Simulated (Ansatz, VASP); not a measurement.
Ta2Si in VASP and in Ansatz

```xyz
6
Lattice="-3.1911 3.1911 2.7215 3.1911 -3.1911 2.7215 3.1911 3.1911 -2.7215" Properties=species:S:1:pos:R:3 pbc="T T T"
Ta    2.1504    1.0407    2.7215
Ta   -1.0407    2.1504    2.7215
Ta    1.0407    2.1504    0.0000
Ta    4.2318    1.0407    0.0000
Si    0.0000    0.0000    1.3607
Si    0.0000    0.0000    4.0822
```

Change from the starting cell: strain +0.040 along x and y, +0.080 along z, atoms carried along.

Alike in both runs: task single point; functional PBEsol; k mesh 12 × 12 × 12; occupations gaussian, width 0.15 eV; no spin polarisation.

|  | VASP | Ansatz |
| --- | --- | --- |
| version | VASP 6.6.1 | Ansatz 0.2.0 |
| potentials or method | VASP PAW PBE potentials, release 64 (Ta_pv, Si), cutoff 520 eV | scalar-relativistic, plane waves, PAW |
| valence electrons in the cell | 52 | 60 |

VASP gave:

- gap on the k mesh at the Fermi level (eV): none
- pressure (GPa): -25.3
- traceless stress, the component that is largest in VASP (GPa): -1.90
- rms of the force components (eV/Å): 0.080

Q: What did Ansatz give for the same quantities?

A: gap on the k mesh at the Fermi level (eV): none; pressure (GPa): -25.4; traceless stress, the component that is largest in VASP (GPa): -1.90; rms of the force components (eV/Å): 0.083.

VASP's potentials were made for PBE, not for PBEsol. Atom by atom the forces differ by 0.003 eV/Å (rms over components). A gap of «none» marks a metal or a gap that the smearing closes. The functional is the same, so the differences come from potentials, cutoffs and numerics. VASP's potentials hold 52 valence electrons a cell and Ansatz's 60, so a difference there can come from the potentials and not from the codes.

Neither program's run includes spin-orbit coupling.
